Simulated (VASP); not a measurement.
# KF (Fm-3m) in VASP: a series of runs

The runs below take KF through relaxation of cell and atoms, with PBEsol.

Program: VASP 6.6.1. These are calculated values, not measurements. Logs are shortened: lines on timing, memory, paths and dates and some standing lists are left out, and cuts for length are marked.

## Step 1: The cell of the first run

The structure is cubic, space group Fm-3m (No. 225). Conventional cell: a = 5.308 Å, b = 5.308 Å, c = 5.308 Å, α = 90.00°, β = 90.00°, γ = 90.00°. K (site symmetry m-3m) has 6 F at 2.65 Å within 3.5 Å. F (site symmetry m-3m) has 6 K at 2.65 Å within 3.5 Å.

## Step 2: Relaxation of cell and atoms, PBEsol, target pressure 7 GPa, at which the enthalpy is minimised

Contents of INCAR:

```
PREC = Accurate ; ENCUT = 600
EDIFF = 1E-6 ; ISMEAR = 0
SIGMA = 0.01 ; LREAL = False
LASPH = True ; NELM = 80
ALGO = Normal ; ISIF = 3
LWAVE = False ; LCHARG = False
GGA = PS ; IBRION = 2
NSW = 100 ; EDIFFG = -0.002
PSTRESS = 70.0
```

Contents of KPOINTS:

```
regular mesh
0
Gamma
  8 8 8
```

Contents of POSCAR:

```
KF
1.0
    0.0000000000      2.6541886808      2.6541886808
    2.6541886808      0.0000000000      2.6541886808
    2.6541886808      2.6541886808      0.0000000000
K F
1 1
Direct
    0.0000000000      0.0000000000      0.0000000000
    0.5000000000      0.5000000000      0.5000000000
```

Potentials or basis: VASP PAW PBE potentials, release 64 (K_sv, F).

Run with:

```console
$ cat potpaw_PBE.64/K_sv/POTCAR potpaw_PBE.64/F/POTCAR > POTCAR
$ mpirun -np 1 vasp_std > vasp.out
```

OUTCAR:

```text
PREC = Accurate
   ENCUT = 600
   EDIFF = 1E-6
   ISMEAR = 0
   LREAL = False
   LASPH = True
   NELM = 80
   ISIF = 3
   GGA = PS
   IBRION = 2
   NSW = 100
   EDIFFG = -0.002
   PSTRESS = 70.0

 ion  position               nearest neighbor table
   1  0.000  0.000  0.000-   2 2.65   2 2.65   2 2.65   2 2.65   2 2.65   2 2.65
   2  0.500  0.500  0.500-   1 2.65   1 2.65   1 2.65   1 2.65   1 2.65   1 2.65

  LATTYP: Found a face centered cubic cell.
 ALAT       =     5.3083773616

  Lattice vectors:

 A1 = (   0.0000000000,   2.6541886808,   2.6541886808)
 A2 = (   2.6541886808,   0.0000000000,   2.6541886808)
 A3 = (   2.6541886808,   2.6541886808,   0.0000000000)

Analysis of symmetry for initial positions (statically):
=====================================================================
 Subroutine PRICEL returns:
 Original cell was already a primitive cell.

 Routine SETGRP: Setting up the symmetry group for a
 face centered cubic supercell.

 Subroutine GETGRP returns: Found 48 space group operations
 (whereof 48 operations were pure point group operations)
 out of a pool of 48 trial point group operations.

The static configuration has the point symmetry O_h .

Analysis of symmetry for dynamics (positions and initial velocities):
=====================================================================
 Subroutine PRICEL returns:
 Original cell was already a primitive cell.

 Routine SETGRP: Setting up the symmetry group for a
 face centered cubic supercell.

 Subroutine GETGRP returns: Found 48 space group operations
 (whereof 48 operations were pure point group operations)
 out of a pool of 48 trial point group operations.

The dynamic configuration has the point symmetry O_h .

 Subroutine INISYM returns: Found 48 space group operations
 (whereof 48 operations are pure point group operations),
 and found     1 'primitive' translations

----------------------------------------------------------------------------------------

                                     Primitive cell

  volume of cell :      37.3960

  direct lattice vectors                    reciprocal lattice vectors
     0.000000000  2.654188681  2.654188681    -0.188381483  0.188381483  0.188381483
     2.654188681  0.000000000  2.654188681     0.188381483 -0.188381483  0.188381483
     2.654188681  2.654188681  0.000000000     0.188381483  0.188381483 -0.188381483

  length of vectors
     3.753589629  3.753589629  3.753589629     0.326286300  0.326286300  0.326286300

  position of ions in fractional coordinates (direct lattice)
     0.000000000  0.000000000  0.000000000
     0.500000000  0.500000000  0.500000000

  ion indices of the primitive-cell ions
   primitive index   ion index
                 1           1
                 2           2

----------------------------------------------------------------------------------------

 KPOINTS: regular mesh

Automatic generation of k-mesh.
 Grid dimensions read from file:
 generate k-points for:    8    8    8

 Generating k-lattice:

  Cartesian coordinates                     Fractional coordinates (reciprocal lattice)
    -0.023547685  0.023547685  0.023547685     0.125000000  0.000000000  0.000000000
     0.023547685 -0.023547685  0.023547685     0.000000000  0.125000000  0.000000000
     0.023547685  0.023547685 -0.023547685     0.000000000  0.000000000  0.125000000

  Length of vectors
     0.040785787  0.040785787  0.040785787

  Shift w.r.t. Gamma in fractional coordinates (k-lattice)
     0.000000000  0.000000000  0.000000000

 Subroutine IBZKPT returns following result:
 ===========================================

 Found     29 irreducible k-points:

 Following reciprocal coordinates:
            Coordinates               Weight
  0.000000  0.000000  0.000000      1.000000
  0.125000  0.000000  0.000000      8.000000
  0.250000  0.000000  0.000000      8.000000
  0.375000  0.000000  0.000000      8.000000
  0.500000  0.000000  0.000000      4.000000
  0.125000  0.125000  0.000000      6.000000
[... 16 lines left out ...]
  0.500000  0.250000  0.125000     48.000000
 -0.375000  0.250000  0.125000     24.000000
 [... further k-points ...]
   k-points           NKPTS =     29   k-points in BZ     NKDIM =     29   number of bands    NBANDS=     12
   number of dos      NEDOS =    301   number of ions     NIONS =      2
   total plane-waves  NPLWV =  27000
   dimension x,y,z NGX =    30 NGY =   30 NGZ =   30
   dimension x,y,z NGXF=    60 NGYF=   60 NGZF=   60
   ions per type =               1   1
   NGX,Y,Z   is equivalent  to a cutoff of  13.29, 13.29, 13.29 a.u.
   NGXF,Y,Z  is equivalent  to a cutoff of  26.57, 26.57, 26.57 a.u.
 SYSTEM =  unknown system
   PREC   = accura    normal or accurate (medium, high low for compatibility)
   ISTART =      0    job   : 0-new  1-cont  2-samecut
   ICHARG =      2    charge: 1-file 2-atom 10-const
   ISPIN  =      1    spin polarized calculation?
   LNONCOLLINEAR =      F non collinear calculations
   LSORBIT =      F    spin-orbit coupling
   LASPH  =      T    aspherical Exc in radial PAW
   ENCUT  =  600.0 eV  44.10 Ry    6.64 a.u.   7.50  7.50  7.50*2*pi/ulx,y,z
   NELM   =     80;   NELMIN=  2; NELMDL= -5     # of ELM steps
   EDIFF  = 0.1E-05   stopping-criterion for ELM
   LREAL  =      F    real-space projection
   EDIFFG = -.2E-02   stopping-criterion for IOM
   NSW    =    100    number of steps for IOM
   IBRION =      2    ionic relax: 0-MD 1-quasi-New 2-CG
   NFREE  =      1    steps in history (QN), initial steepest desc. (CG)
   ISIF   =      3    stress and relaxation
   ISYM   =      2    0-nonsym 1-usesym 2-fastsym
   POTIM  = 0.5000    time-step for ionic-motion
   TEBEG  =    0.0;   TEEND  =   0.0 temperature during run
   PSTRESS=   70.0 pullay stress
   NELECT =      16.0000    total number of electrons
   NUPDOWN=      -1.0000    fix difference up-down
   EMIN   =  10.00;   EMAX   =-10.00  energy-range for DOS
   EFERMI =   0.00;   METHOD = LEGACY
   ISMEAR =     0;   SIGMA  =   0.01  broadening in eV -4-tet -1-fermi 0-gaus
   EFERMI_NEDOS =   21; number of points for ismear=-14 and -15
   IALGO  =     38    algorithm
   IMIX   =      4    mixing-type and parameters
     AMIX     =   0.40;   BMIX     =  1.00
     AMIX_MAG =   1.60;   BMIX_MAG =  1.00
  volume/ion in A,a.u.               =      18.70       126.18
  Fermi-wavevector in a.u.,A,eV,Ry     =   1.233596  2.331159 20.704797  1.521760
  Thomas-Fermi vector in A             =   2.368320
   LORBIT       =      0    0 simple, 1 ext, 2 COOP (PROOUT), +10 PAW based schemes
   GGA     = PS    functional components
   LHFCALC =     F    Hartree Fock is set to
   AEXX    =    0.0000 exact exchange contribution
   IVDW    =     0    specifies the selected vdW correction
   LEPSILON=     F    determine dielectric tensor
   LRPA    =     F    only Hartree local field effects (RPA)
 conjugate gradient relaxation of ions
 non-spin polarized calculation
 Gauss-broadening in eV      SIGMA  =   0.01
  energy-cutoff  :      600.00
  volume of cell :       37.40
 maximum number of plane-waves:      1283
 NGX is ok and might be reduce to    30
   NGX = 15   NGY = 15   NGZ = 15

--------------------------------------- Ionic step        1  -------------------------------------------

 number of electron      16.0000003 magnetization

 Free energy of the ion-electron system (eV)
  ---------------------------------------------------
  ext. energy  EPLUGINS =         0.00000000
  ---------------------------------------------------
  free energy    TOTEN  =        -8.52164697 eV

  energy without entropy =       -8.52164697  energy(sigma->0) =       -8.52164697

------------------------ aborting loop because EDIFF is reached ----------------------------------------

  FORCE on cell =-STRESS in cart. coord.  units (eV):
  Direction    XX          YY          ZZ          XY          YZ          ZX
  --------------------------------------------------------------------------------------
  -------------------------------------------------------------------------------------
  Total        0.0041991      0.0041991      0.0041991      0.0000000      0.0000000     -0.0000000
  in kB        0.1799063      0.1799063      0.1799063      0.0000000      0.0000000     -0.0000000
  external PRESSURE =     -69.8200937 kB  Pullay stress =      70.0000000 kB
[... 137 lines left out ...]
  enthalpy is  TOTEN    =        -7.0128636143 eV   P V=        1.4115967829

--------------------------------------- Ionic step        5  -------------------------------------------

 number of electron      15.9999995 magnetization

 Free energy of the ion-electron system (eV)
  ---------------------------------------------------
  ext. energy  EPLUGINS =         0.00000000
  ---------------------------------------------------
  free energy    TOTEN  =        -8.42659724 eV

  energy without entropy =       -8.42659724  energy(sigma->0) =       -8.42659724

 E-fermi :  -2.3656     XC(G=0):  -9.4314

 val. band max:       -2.4121924395   @ k =   0.5000   0.5000   0.0000
 cond. band min:       4.5231587321   @ k =   0.0000   0.0000   0.0000
 fundamental gap:      6.9353511716
 Fermi energy:        -2.3656314373

 k-point     1 :       0.0000    0.0000    0.0000
  band No.  band energies     occupation
      1     -27.9830      2.00000
      2     -21.0223      2.00000
      3     -11.1234      2.00000
      4     -11.1234      2.00000
      5     -11.1234      2.00000
      6      -2.4129      2.00000
      7      -2.4129      2.00000
      8      -2.4129      2.00000
      9       4.5232      0.00000
     10       8.6265      0.00000
     11       8.6265      0.00000
     12       8.6265      0.00000
[... 331 lines left out ...]
 k-point    24 :      -0.3750    0.2500    0.1250
  band No.  band energies     occupation
      1     -27.7451      2.00000
      2     -21.2093      2.00000
      3     -11.6301      2.00000
      4     -11.4947      2.00000
      5     -11.2218      2.00000
      6      -3.1321      2.00000
      7      -2.7747      2.00000
      8      -2.7145      2.00000
      9       7.5057      0.00000
     10       8.3272      0.00000
     11      10.2030      0.00000
     12      11.1653      0.00000

 [... further k-points ...]

------------------------ aborting loop because EDIFF is reached ----------------------------------------

  FORCE on cell =-STRESS in cart. coord.  units (eV):
  Direction    XX          YY          ZZ          XY          YZ          ZX
  --------------------------------------------------------------------------------------
  -------------------------------------------------------------------------------------
  Total        1.4157351      1.4157351      1.4157351     -0.0000000      0.0000000      0.0000000
  in kB       70.0998452     70.0998452     70.0998452     -0.0000000      0.0000000      0.0000000
  external PRESSURE =       0.0998452 kB  Pullay stress =      70.0000000 kB
[... 17 lines left out ...]
  FREE ENERGIE OF THE ION-ELECTRON SYSTEM (eV)
  ---------------------------------------------------
  free  energy   TOTEN  =        -8.4265972405 eV

  energy  without entropy=       -8.4265972405  energy(sigma->0) =       -8.42659724

  enthalpy is  TOTEN    =        -7.0128785732 eV   P V=        1.4137186673

 reached required accuracy - stopping structural energy minimisation
```

It took 96 s on 1 thread of Intel Xeon 8259CL, shared host; peak memory 0.19 GiB.

Results:

```
Free energy                                                : -8.4266 eV
Relaxed volume                                             : 16.18 Å³/atom
Relaxed cell                                               : a = 3.577 Å, b = 3.577 Å, c = 3.577 Å, α = 60.00°, β = 60.00°, γ = 60.00°
Space group after relaxing (to 0.1 Å)                      : Fm-3m (No. 225)
Energy change on relaxing (the run minimises the enthalpy) : +47.5 meV/atom
Ionic steps                                                : 5
Pressure after relaxing                                    : 7.0 GPa
Band gap on the k mesh                                     : 6.94 eV
```

The path:
| step | energy change (eV) | largest force (eV/Å) | pressure (GPa) | volume (Å³) |
| --- | --- | --- | --- | --- |
| 1 | 0.0000 | 0.0000 | 0.02 | 37.40 |
| 2 | 0.0640 | 0.0000 | 5.47 | 33.16 |
| 3 | 0.0930 | 0.0000 | 6.91 | 32.40 |
| 4 | 0.0972 | 0.0000 | 7.10 | 32.31 |
| 5 | 0.0950 | 0.0000 | 7.01 | 32.36 |

Final structure:
```cif
data_structure
_symmetry_space_group_name_H-M 'P 1'
_symmetry_Int_Tables_number 1
_cell_length_a 3.5768
_cell_length_b 3.5768
_cell_length_c 3.5768
_cell_angle_alpha 60.000
_cell_angle_beta 60.000
_cell_angle_gamma 60.000
_cell_volume 32.36
loop_
_atom_site_label
_atom_site_type_symbol
_atom_site_fract_x
_atom_site_fract_y
_atom_site_fract_z
_atom_site_occupancy
K1 K 0.00000 0.00000 0.00000 1
F1 F 0.50000 0.50000 0.50000 1
```

Levels at points of the mesh, in eV from the valence-band top:
```csv
k point,band 4,band 5,band 6,band 7,band 8,band 9,band 10,band 11,band 12
"(0.00, 0.00, 0.00)",-8.71,-8.71,0.00,0.00,0.00,6.94,11.04,11.04,11.04
"(0.50, 0.00, 0.00)",-8.76,-8.76,-1.02,-0.53,-0.53,9.63,11.72,12.83,12.83
"(0.50, 0.50, 0.00)",-9.07,-9.07,-0.08,0.00,0.00,8.15,11.17,13.01,14.48
```

Caveat: the cell is relaxed towards a set pressure, so the run minimises the enthalpy, not the energy; the PAW data sets were made with another functional, which shifts forces and pressure a little.

## Step 3: Relaxation of cell and atoms, PBEsol, target pressure 10 GPa, at which the enthalpy is minimised

Contents of INCAR:

```
PREC     = Accurate       # precision mode
ENCUT    = 600            # plane-wave cutoff, eV
EDIFF    = 1E-6           # SCF threshold, eV
ISMEAR   = 0              # smearing method
SIGMA    = 0.01           # smearing width, eV
LREAL    = F              # projectors in reciprocal space
LASPH    = T              # aspherical terms in the spheres
NELM     = 60             # most SCF steps
ALGO     = Normal         # electronic algorithm
ISIF     = 3              # what is computed and relaxed
LWAVE    = F              # write WAVECAR
LCHARG   = F              # write CHGCAR
GGA      = PS             # functional
IBRION   = 2              # ionic algorithm
NSW      = 100            # ionic steps
EDIFFG   = -0.002         # ionic threshold
PSTRESS  = 100.0
```

KPOINTS is that of step 2.

POSCAR is that of step 2.

Potentials or basis: VASP PAW PBE potentials, release 64 (K_sv, F).

Run with:

```console
$ cat potpaw_PBE.64/K_sv/POTCAR potpaw_PBE.64/F/POTCAR > POTCAR
$ mpirun -np 1 vasp_std > vasp.out
```

Run time: 1.8 min. Hardware: 1 thread of Intel Xeon 8259CL, shared host; peak memory 0.18 GiB.

Results (log left out):

```
Free energy                                                : -8.3578 eV
Relaxed volume                                             : 15.53 Å³/atom
Relaxed cell                                               : a = 3.528 Å, b = 3.528 Å, c = 3.528 Å, α = 60.00°, β = 60.00°, γ = 60.00°
Space group after relaxing (to 0.1 Å)                      : Fm-3m (No. 225)
Energy change on relaxing (the run minimises the enthalpy) : +81.9 meV/atom
Ionic steps                                                : 6
Pressure after relaxing                                    : 10.0 GPa
Band gap on the k mesh                                     : 7.17 eV (least direct gap 7.19 eV)
```

Step by step:
```tsv
step	energy change (eV)	largest force (eV/Å)	pressure (GPa)	volume (Å³)
1	0.0000	0.0000	0.02	37.40
2	0.1409	0.0000	9.04	31.44
3	0.1628	0.0000	9.95	31.07
4	0.1702	0.0000	10.26	30.95
5	0.1630	0.0000	9.97	31.07
6	0.1638	0.0000	9.98	31.05
```

Final structure:
```
CELL_PARAMETERS angstrom
0.00000 2.49472 2.49472
2.49472 0.00000 2.49472
2.49472 2.49472 0.00000
ATOMIC_POSITIONS crystal
K 0.00000 0.00000 0.00000
F 0.50000 0.50000 0.50000
```

Levels at points of the mesh, in eV from the valence-band top:
| k point | band 4 | band 5 | band 6 | band 7 | band 8 | band 9 | band 10 | band 11 | band 12 |
| --- | --- | --- | --- | --- | --- | --- | --- | --- | --- |
| (0.00, 0.00, 0.00) | -8.60 | -8.60 | -0.02 | -0.02 | -0.02 | 7.17 | 11.11 | 11.11 | 11.11 |
| (0.50, 0.00, 0.00) | -8.64 | -8.64 | -1.11 | -0.60 | -0.60 | 9.77 | 12.04 | 13.00 | 13.00 |
| (0.50, 0.50, 0.00) | -9.01 | -9.01 | -0.05 | 0.00 | 0.00 | 8.12 | 11.40 | 13.36 | 14.68 |

Caveat: the cell is relaxed towards a set pressure, so the run minimises the enthalpy, not the energy; the volume moved by over 15 % at a fixed basis, so the end points are rough; the PAW data sets were made with another functional, which shifts forces and pressure a little. A k mesh can miss the band edges.

## Step 4: Relaxation of cell and atoms, PBEsol, target pressure 15 GPa, at which the enthalpy is minimised

Contents of INCAR:

```
  PREC = Accurate
  ENCUT = 600
  EDIFF = 1E-7
  ISMEAR = 0
  SIGMA = 0.01
  LREAL = F
  LASPH = T
  NELM = 60
  ALGO = Normal
  ISIF = 3
  LWAVE = F
  LCHARG = F
  GGA = PS
  IBRION = 2
  NSW = 100
  EDIFFG = -0.002
  PSTRESS = 150.0
```

Contents of KPOINTS:

```
Automatic mesh
0
Gamma
  8 8 8
```

POSCAR is that of step 3.

Run with:

```console
$ cat potpaw_PBE.64/K_sv/POTCAR potpaw_PBE.64/F/POTCAR > POTCAR
$ mpirun -np 1 vasp_std > vasp.out
```

Run time: 3.2 min. Hardware: 1 thread of Intel Xeon 8259CL, shared host; peak memory 0.18 GiB.

It converged, with:

```yaml
Free_energy: -8.2279 eV
Relaxed_volume: 14.68 Å³/atom
Relaxed_cell: a = 3.463 Å, b = 3.463 Å, c = 3.463 Å, α = 60.00°, β = 60.00°, γ = 60.00°
Space_group_after_relaxing_to_0.1_Å: Fm-3m (No. 225)
Energy_change_on_relaxing_the_run_minimises_the_enthalpy: +146.9 meV/atom
Ionic_steps: 16
Pressure_after_relaxing: 15.0 GPa
Band_gap_on_the_k_mesh: 7.50 eV (least direct gap 7.56 eV)
```

Step by step:
```tsv
step	energy change (eV)	largest force (eV/Å)	pressure (GPa)	volume (Å³)
1	0.0000	0.0000	0.00	37.40
2	0.3613	0.0000	17.43	28.70
3	0.2953	0.0000	15.05	29.35
4	0.2816	0.0000	14.55	29.50
5	0.2820	0.0000	14.56	29.50
6	0.2831	0.0000	14.61	29.49
7	0.2831	0.0000	14.60	29.49
8	0.2832	0.0000	14.60	29.48
9	0.2832	0.0000	14.61	29.48
10	0.2834	0.0000	14.61	29.48
11	0.2838	0.0000	14.63	29.48
12	0.2846	0.0000	14.65	29.47
13	0.2862	0.0000	14.72	29.45
14	0.2893	0.0000	14.84	29.42
15	0.2957	0.0000	15.07	29.35
16	0.2938	0.0000	15.00	29.37
```

Final structure:
```xyz
2
Lattice="0.0000 2.4488 2.4488 2.4488 0.0000 2.4488 2.4488 2.4488 0.0000" Properties=species:S:1:pos:R:3 pbc="T T T"
K     0.0000    0.0000    0.0000
F     2.4488    2.4488    2.4488
```

Levels at points of the mesh, in eV from the valence-band top:
| k point | band 4 | band 5 | band 6 | band 7 | band 8 | band 9 | band 10 | band 11 | band 12 |
| --- | --- | --- | --- | --- | --- | --- | --- | --- | --- |
| (0.00, 0.00, 0.00) | -8.46 | -8.46 | -0.06 | -0.06 | -0.06 | 7.50 | 11.18 | 11.18 | 11.18 |
| (0.50, 0.00, 0.00) | -8.51 | -8.51 | -1.23 | -0.73 | -0.73 | 9.95 | 12.47 | 13.23 | 13.23 |
| (0.50, 0.50, 0.00) | -8.95 | -8.95 | 0.00 | 0.00 | 0.00 | 8.05 | 11.70 | 13.83 | 14.94 |

Caveat: the cell is relaxed towards a set pressure, so the run minimises the enthalpy, not the energy; the volume moved by over 15 % at a fixed basis, so the end points are rough; the PAW data sets were made with another functional, which shifts forces and pressure a little.

## Step 5: Overview

```tsv
cell	gap on the mesh (eV)	pressure (GPa)
relaxed to 7 GPa	6.94	7.0
relaxed to 10 GPa	7.17	10.0
relaxed to 15 GPa	7.50	15.0
```

Alike in all rows: task relaxation of cell and atoms; level PBEsol; potentials or basis VASP PAW PBE potentials, release 64 (K_sv, F); no spin polarisation; k mesh 8 × 8 × 8; cutoff (eV) 600; smearing gaussian 0.01 eV.

Caveats: the cell is relaxed towards a set pressure, so the run minimises the enthalpy, not the energy; the PAW data sets were made with another functional, which shifts forces and pressure a little; the volume moved by over 15 % at a fixed basis, so the end points are rough (at least some runs).

Absolute energies hang on the potentials; compare differences alone.
